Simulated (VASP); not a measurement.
# GeS (Pnma) in VASP: further runs

Runs on GeS. Level: PBE. Tasks: single point.

Program: VASP 6.6.1. These are calculated values, not measurements. Logs are shortened: lines on timing, memory, paths and dates and some standing lists are left out, and cuts for length are marked.

## (1) The cell of the first run

It takes space group Pnma (No. 62, orthorhombic). The conventional cell has a = 10.785 Å, b = 3.665 Å, c = 4.458 Å, α = 90.00°, β = 90.00°, γ = 90.00°. Within 3.2 Å of Ge (site symmetry m) lie 3 S at 2.46 Å. Within 3.2 Å of S (site symmetry m) lie 3 Ge at 2.46 Å.

## (2) Single point, PBE

INCAR

```
ALGO = Normal
EDIFF = 1E-6
ENCUT = 500
GGA = PE
GGA_COMPAT = False
ISIF = 2
ISMEAR = 0
LASPH = True
LCHARG = False
LREAL = Auto
LUSENCCL = False
LWAVE = False
NBANDS = 270
NELM = 120
PREC = Accurate
SIGMA = 0.01
```

KPOINTS

```
Automatic mesh
0
Gamma
  2 2 2
  0.5 0.5 0.5
```

POSCAR

```
GeS
1.0
    0.0000000000      0.0000000000     -8.9164875459
   10.7854110842      0.0000000000      0.0000000000
    0.0000000000    -10.9944601956      0.0000000000
Ge S
24 24
Direct
    0.3177420166      0.8740332219      0.5833333333
    0.8177420166      0.8740332219      0.5833333333
    0.3177420166      0.8740332219      0.2500000000
    0.8177420166      0.8740332219      0.2500000000
    0.3177420166      0.8740332219      0.9166666667
    0.8177420166      0.8740332219      0.9166666667
    0.1822579834      0.1259667781      0.4166666667
    0.6822579834      0.1259667781      0.4166666667
    0.1822579834      0.1259667781      0.0833333333
    0.6822579834      0.1259667781      0.0833333333
    0.1822579834      0.1259667781      0.7500000000
    0.6822579834      0.1259667781      0.7500000000
    0.0677420166      0.6259667781      0.4166666667
    0.5677420166      0.6259667781      0.4166666667
    0.0677420166      0.6259667781      0.0833333333
    0.5677420166      0.6259667781      0.0833333333
    0.0677420166      0.6259667781      0.7500000000
    0.5677420166      0.6259667781      0.7500000000
    0.4322579834      0.3740332219      0.5833333333
    0.9322579834      0.3740332219      0.5833333333
    0.4322579834      0.3740332219      0.2500000000
    0.9322579834      0.3740332219      0.2500000000
    0.4322579834      0.3740332219      0.9166666667
    0.9322579834      0.3740332219      0.9166666667
    0.2487165679      0.6529281392      0.5833333333
    0.7487165679      0.6529281392      0.5833333333
    0.2487165679      0.6529281392      0.2500000000
    0.7487165679      0.6529281392      0.2500000000
    0.2487165679      0.6529281392      0.9166666667
    0.7487165679      0.6529281392      0.9166666667
    0.2512834321      0.3470718608      0.4166666667
    0.7512834321      0.3470718608      0.4166666667
    0.2512834321      0.3470718608      0.0833333333
    0.7512834321      0.3470718608      0.0833333333
    0.2512834321      0.3470718608      0.7500000000
    0.7512834321      0.3470718608      0.7500000000
    0.4987165679      0.8470718608      0.4166666667
    0.9987165679      0.8470718608      0.4166666667
    0.4987165679      0.8470718608      0.0833333333
    0.9987165679      0.8470718608      0.0833333333
    0.4987165679      0.8470718608      0.7500000000
    0.9987165679      0.8470718608      0.7500000000
    0.0012834321      0.1529281392      0.5833333333
    0.5012834321      0.1529281392      0.5833333333
    0.0012834321      0.1529281392      0.2500000000
    0.5012834321      0.1529281392      0.2500000000
    0.0012834321      0.1529281392      0.9166666667
    0.5012834321      0.1529281392      0.9166666667
```

Potentials or basis: VASP PAW PBE potentials, release 64 (Ge_d, S).

The run is started by

```console
$ cat potpaw_PBE.64/Ge_d/POTCAR potpaw_PBE.64/S/POTCAR > POTCAR
$ mpirun -np 1 vasp_std > vasp.out
```

OUTCAR:

```text
EDIFF = 1E-6
   ENCUT = 500
   GGA = PE
   ISIF = 2
   ISMEAR = 0
   LASPH = True
   LREAL = Auto
   NELM = 120
   PREC = Accurate

 ion  position               nearest neighbor table
   1  0.318  0.874  0.583-  37 2.46  41 2.46  25 2.46
   2  0.818  0.874  0.583-  38 2.46  42 2.46  26 2.46
   3  0.318  0.874  0.250-  37 2.46  39 2.46  27 2.46
   4  0.818  0.874  0.250-  38 2.46  40 2.46  28 2.46
   5  0.318  0.874  0.917-  39 2.46  41 2.46  29 2.46
   6  0.818  0.874  0.917-  40 2.46  42 2.46  30 2.46
[... 50 lines left out ...]
 A1 = (   0.0000000000,   0.0000000000,  -8.9164875459)
 A2 = (  10.7854110842,   0.0000000000,   0.0000000000)
 A3 = (   0.0000000000, -10.9944601956,   0.0000000000)

Analysis of symmetry for initial positions (statically):
=====================================================================
 Subroutine PRICEL returns following result:

  LATTYP: Found a simple orthorhombic cell.
 ALAT       =     3.6648200659
 B/A-ratio  =     1.2164973158
 C/A-ratio  =     2.9429578779

  Lattice vectors:

 A1 = (   0.0000000000,  -3.6648200659,   0.0000000000)
 A2 = (   0.0000000000,   0.0000000000,  -4.4582437730)
 A3 = (  10.7854110842,   0.0000000000,   0.0000000000)

   6 primitive cells build up your supercell.

 Routine SETGRP: Setting up the symmetry group for a
 simple orthorhombic supercell.

 Subroutine GETGRP returns: Found  8 space group operations
 (whereof  2 operations were pure point group operations)
 out of a pool of  8 trial point group operations.

The static configuration has the point symmetry S_2 .
 The point group associated with its full space group is D_2h.

Analysis of symmetry for dynamics (positions and initial velocities):
=====================================================================
 Subroutine PRICEL returns following result:

  LATTYP: Found a simple orthorhombic cell.
 ALAT       =     3.6648200659
 B/A-ratio  =     1.2164973158
 C/A-ratio  =     2.9429578779

  Lattice vectors:

 A1 = (   0.0000000000,  -3.6648200659,   0.0000000000)
 A2 = (   0.0000000000,   0.0000000000,  -4.4582437730)
 A3 = (  10.7854110842,   0.0000000000,   0.0000000000)

   6 primitive cells build up your supercell.

 Routine SETGRP: Setting up the symmetry group for a
 simple orthorhombic supercell.

 Subroutine GETGRP returns: Found  8 space group operations
[... 89 lines left out ...]
   LASPH  =      T    aspherical Exc in radial PAW
   ENCUT  =  500.0 eV  36.75 Ry    6.06 a.u.  16.26 19.66 20.05*2*pi/ulx,y,z
   NELM   =    120;   NELMIN=  2; NELMDL= -5     # of ELM steps
   EDIFF  = 0.1E-05   stopping-criterion for ELM
   LREAL  =      T    real-space projection
   EDIFFG = 0.1E-04   stopping-criterion for IOM
   NSW    =      0    number of steps for IOM
[... 5 lines left out ...]
   TEBEG  =    0.0;   TEEND  =   0.0 temperature during run
   PSTRESS=    0.0 pullay stress
   NELECT =     480.0000    total number of electrons
   NUPDOWN=      -1.0000    fix difference up-down
   EMIN   =  10.00;   EMAX   =-10.00  energy-range for DOS
   EFERMI =   0.00;   METHOD = LEGACY
   ISMEAR =     0;   SIGMA  =   0.01  broadening in eV -4-tet -1-fermi 0-gaus
   EFERMI_NEDOS =   21; number of points for ismear=-14 and -15
   IALGO  =     38    algorithm
   IMIX   =      4    mixing-type and parameters
     AMIX     =   0.40;   BMIX     =  1.00
     AMIX_MAG =   1.60;   BMIX_MAG =  1.00
  volume/ion in A,a.u.               =      22.03       148.65
  Fermi-wavevector in a.u.,A,eV,Ry     =   1.258212  2.377676 21.539343  1.583097
  Thomas-Fermi vector in A             =   2.391833
   LORBIT       =      0    0 simple, 1 ext, 2 COOP (PROOUT), +10 PAW based schemes
   GGA     = PE    functional components
   LHFCALC =     F    Hartree Fock is set to
   AEXX    =    0.0000 exact exchange contribution
   IVDW    =     0    specifies the selected vdW correction
   LEPSILON=     F    determine dielectric tensor
   LRPA    =     F    only Hartree local field effects (RPA)
 non-spin polarized calculation
 Gauss-broadening in eV      SIGMA  =   0.01
  energy-cutoff  :      500.00
  volume of cell :     1057.32
 maximum number of plane-waves:     26839
 NGX is ok and might be reduce to    70

 number of electron     479.9999943 magnetization

 Free energy of the ion-electron system (eV)
  ---------------------------------------------------
  ext. energy  EPLUGINS =         0.00000000
  ---------------------------------------------------
  free energy    TOTEN  =      -219.99288594 eV

  energy without entropy =     -219.99288594  energy(sigma->0) =     -219.99288594

 E-fermi :   4.1862     XC(G=0):  -9.7485

 val. band max:        4.0839660024   @ k =   0.2500   0.2500   0.2500
 cond. band min:       5.8077986291   @ k =   0.2500   0.2500   0.2500
 fundamental gap:      1.7238326267
 Fermi energy:         4.1862277190

 k-point     1 :       0.2500    0.2500    0.2500
  band No.  band energies     occupation
      1     -20.1105      2.00000
      2     -20.1104      2.00000
      3     -20.1102      2.00000
      4     -20.1097      2.00000
      5     -20.1095      2.00000
      6     -20.1095      2.00000
[... 244 lines left out ...]
    251       6.5119      0.00000
    252       6.6148      0.00000
 [bands above 252 left out]

------------------------ aborting loop because EDIFF is reached ----------------------------------------

  FORCE on cell =-STRESS in cart. coord.  units (eV):
  Direction    XX          YY          ZZ          XY          YZ          ZX
  --------------------------------------------------------------------------------------
  -------------------------------------------------------------------------------------
  Total       -1.2992042     -0.9161721     -0.0725681      0.0000000      0.0000000     -0.0000000
  in kB       -1.9687183     -1.3882997     -0.1099643      0.0000000      0.0000000     -0.0000000
  external PRESSURE =      -1.1556608 kB  Pullay stress =       0.0000000 kB

 VOLUME and BASIS-vectors are now :
 -----------------------------------------------------------------------------
  energy-cutoff  :      500.00
  volume of cell :     1057.32
      direct lattice vectors                 reciprocal lattice vectors
     0.000000000  0.000000000 -8.916487546     0.000000000  0.000000000 -0.112151786
    10.785411084  0.000000000  0.000000000     0.092717838  0.000000000  0.000000000
     0.000000000-10.994460196  0.000000000     0.000000000 -0.090954897  0.000000000

 POSITION                                       TOTAL-FORCE (eV/Angst)
 -----------------------------------------------------------------------------------
      9.42681     -6.41344     -2.83314         0.008742      0.000000      0.013849
      9.42681     -6.41344     -7.29139         0.008742     -0.000000      0.013849
      9.42681     -2.74862     -2.83314         0.008742     -0.000000      0.013849
      9.42681     -2.74862     -7.29139         0.008742     -0.000000      0.013849
      9.42681    -10.07826     -2.83314         0.008742     -0.000000      0.013849
      9.42681    -10.07826     -7.29139         0.008742      0.000000      0.013849
[... 40 lines left out ...]
      1.64939    -10.07826     -0.01144        -0.004201     -0.000000      0.014874
      1.64939    -10.07826     -4.46969        -0.004201     -0.000000      0.014874
 -----------------------------------------------------------------------------------
    total drift:                               -0.000004     -0.000002      0.000000

  FREE ENERGIE OF THE ION-ELECTRON SYSTEM (eV)
  ---------------------------------------------------
  free  energy   TOTEN  =      -219.9928859396 eV

  energy  without entropy=     -219.9928859396  energy(sigma->0) =     -219.99288594
```

OSZICAR:

```text
N       E                     dE             d eps       ncg     rms          rms(c)
DAV:   1     0.960985638097E+04    0.96099E+04   -0.16693E+05   636   0.384E+03
DAV:   2     0.210695342309E+04   -0.75029E+04   -0.72740E+04   540   0.112E+03
DAV:   3     0.134028890353E+03   -0.19729E+04   -0.18954E+04   588   0.310E+02
DAV:   4    -0.201833985600E+03   -0.33586E+03   -0.32367E+03   656   0.122E+02
DAV:   5    -0.223624737255E+03   -0.21791E+02   -0.21483E+02   608   0.300E+01    0.333E+01
DAV:   6    -0.220073333766E+03    0.35514E+01   -0.18219E+01   760   0.873E+00    0.200E+01
DAV:   7    -0.220199754781E+03   -0.12642E+00   -0.75665E+00   760   0.372E+00    0.398E+00
DAV:   8    -0.220014542711E+03    0.18521E+00   -0.25595E+00   680   0.381E+00    0.124E+00
DAV:   9    -0.219994126701E+03    0.20416E-01   -0.43941E-01   688   0.169E+00    0.736E-01
DAV:  10    -0.219992126378E+03    0.20003E-02   -0.27057E-02   704   0.387E-01    0.271E-01
DAV:  11    -0.219993384446E+03   -0.12581E-02   -0.11361E-02   688   0.158E-01    0.206E-01
DAV:  12    -0.219992879335E+03    0.50511E-03   -0.18059E-03   672   0.954E-02    0.662E-02
DAV:  13    -0.219992881690E+03   -0.23552E-05   -0.60138E-04   728   0.345E-02    0.230E-02
DAV:  14    -0.219992886723E+03   -0.50322E-05   -0.17864E-05   536   0.107E-02    0.114E-02
DAV:  15    -0.219992885940E+03    0.78297E-06   -0.89142E-07   344   0.344E-03
   1 F= -.21999289E+03 E0= -.21999289E+03  d E =-.216401E-47
```

stdout:

```text
Offloading initialized ...    1 GPUs detected
 POSCAR found type information on POSCAR GeS
 POSCAR found :  2 types and      48 ions
 scaLAPACK will be used selectively (only on CPU)
 LDA part: xc-table for (Slater+PW92), standard interpolation
 POSCAR, INCAR and KPOINTS ok, starting setup
 FFT: planning ... GRIDC
 FFT: planning ... GRID_SOFT
 FFT: planning ... GRID
 WAVECAR not read
 entering main loop
```

Wall time 81 s (1 × NVIDIA H100 80GB with 1 thread of AMD EPYC 7R13 (Zen 3), shared host); peak memory 1.7 GiB.

Results:

```yaml
Free_energy: -219.9929 eV
Pressure: -0.1 GPa
Largest_force: 0.016 eV/Å
Band_gap_on_the_k_mesh: 1.72 eV
```

Forces in eV/Å, atoms in the order of the input:
```
Ge   0.009  0.000  0.014
Ge   0.009  0.000  0.014
Ge   0.009  0.000  0.014
Ge   0.009  0.000  0.014
Ge   0.009  0.000  0.014
Ge   0.009  0.000  0.014
Ge  -0.009  0.000 -0.014
Ge  -0.009  0.000 -0.014
Ge  -0.009  0.000 -0.014
Ge  -0.009  0.000 -0.014
Ge  -0.009  0.000 -0.014
Ge  -0.009  0.000 -0.014
Ge  -0.009  0.000  0.014
Ge  -0.009  0.000  0.014
Ge  -0.009  0.000  0.014
Ge  -0.009  0.000  0.014
Ge  -0.009  0.000  0.014
Ge  -0.009  0.000  0.014
Ge   0.009  0.000 -0.014
Ge   0.009  0.000 -0.014
Ge   0.009  0.000 -0.014
Ge   0.009  0.000 -0.014
Ge   0.009  0.000 -0.014
Ge   0.009  0.000 -0.014
S   -0.004  0.000 -0.015
S   -0.004  0.000 -0.015
S   -0.004  0.000 -0.015
S   -0.004  0.000 -0.015
S   -0.004  0.000 -0.015
S   -0.004  0.000 -0.015
S    0.004  0.000  0.015
S    0.004  0.000  0.015
S    0.004  0.000  0.015
S    0.004  0.000  0.015
S    0.004  0.000  0.015
S    0.004  0.000  0.015
S    0.004  0.000 -0.015
S    0.004  0.000 -0.015
S    0.004  0.000 -0.015
S    0.004  0.000 -0.015
S    0.004  0.000 -0.015
S    0.004  0.000 -0.015
S   -0.004  0.000  0.015
S   -0.004  0.000  0.015
S   -0.004  0.000  0.015
S   -0.004  0.000  0.015
S   -0.004  0.000  0.015
S   -0.004  0.000  0.015
```

Caveat: a shifted mesh leaves out Γ, where band edges can lie. A k mesh can miss the band edges.

## (3) Single point, PBE

This run uses another cell than the first one: it holds 8 atoms, not 48.

INCAR

```
SYSTEM = GeS
PREC = Accurate
ENCUT = 500
EDIFF = 1E-6
ISMEAR = 0
SIGMA = 0.02
LREAL = .FALSE.
LASPH = .TRUE.
NELM = 120
ALGO = Normal
ISIF = 2
LWAVE = .FALSE.
LCHARG = .TRUE.
GGA = PE
LELF = .TRUE.
LVHAR = .TRUE.
NBANDS = 50
GGA_COMPAT = .FALSE.
```

KPOINTS

```
regular mesh
0
G
  4 8 6
  0 0 0
```

POSCAR

```
GeS
1.0
   10.7854110842      0.0000000000      0.0000000000
    0.0000000000      3.6648200652      0.0000000000
    0.0000000000      0.0000000000      4.4582437730
Ge S
4 4
Direct
    0.8740332219      0.2500000000      0.3645159668
    0.1259667781      0.7500000000      0.6354840332
    0.6259667781      0.7500000000      0.8645159668
    0.3740332219      0.2500000000      0.1354840332
    0.6529281392      0.2500000000      0.5025668642
    0.3470718608      0.7500000000      0.4974331358
    0.8470718608      0.7500000000      0.0025668642
    0.1529281392      0.2500000000      0.9974331358
```

Potentials or basis: VASP PAW PBE potentials, release 64 (Ge_d, S).

The run is started by

```console
$ cat potpaw_PBE.64/Ge_d/POTCAR potpaw_PBE.64/S/POTCAR > POTCAR
$ mpirun -np 1 vasp_std > vasp.out
```

It took 9.2 min on 1 thread of Oxide Virtual Turin-like, shared host; peak memory 0.47 GiB.

The run converged. Its results:

| Property | Result |
| --- | --- |
| Free energy | -36.6497 eV |
| Pressure | -0.1 GPa |
| Largest force | 0.008 eV/Å |
| Band gap on the k mesh | 1.24 eV |

Forces on the atoms (eV/Å):
```
Ge  -0.002  0.000  0.007
Ge   0.002  0.000 -0.007
Ge   0.002  0.000  0.007
Ge  -0.002  0.000 -0.007
S    0.002  0.000 -0.005
S   -0.002  0.000  0.005
S   -0.002  0.000 -0.005
S    0.002  0.000  0.005
```

Levels at points of the mesh, in eV from the valence-band top:
```csv
k point,band 38,band 39,band 40,band 41,band 42,band 43
"(0.00, 0.00, 0.00)",-0.84,-0.79,0.00,1.24,2.55,2.74
"(0.50, 0.00, 0.00)",-1.77,-0.35,-0.35,2.36,2.36,2.59
"(0.00, 0.50, 0.00)",-1.50,-1.12,-1.12,1.45,1.45,1.64
"(0.50, 0.50, 0.00)",-1.47,-1.47,-1.47,1.76,1.76,1.76
"(0.00, 0.00, 0.50)",-0.99,-0.32,-0.32,1.76,1.76,2.48
"(0.50, 0.00, 0.50)",-0.81,-0.34,-0.34,1.76,1.76,2.36
"(0.00, 0.50, 0.50)",-1.93,-1.22,-1.22,3.10,3.10,3.19
"(0.50, 0.50, 0.50)",-1.35,-1.35,-1.35,2.90,2.90,2.90
```

[end of part 1 of 2]
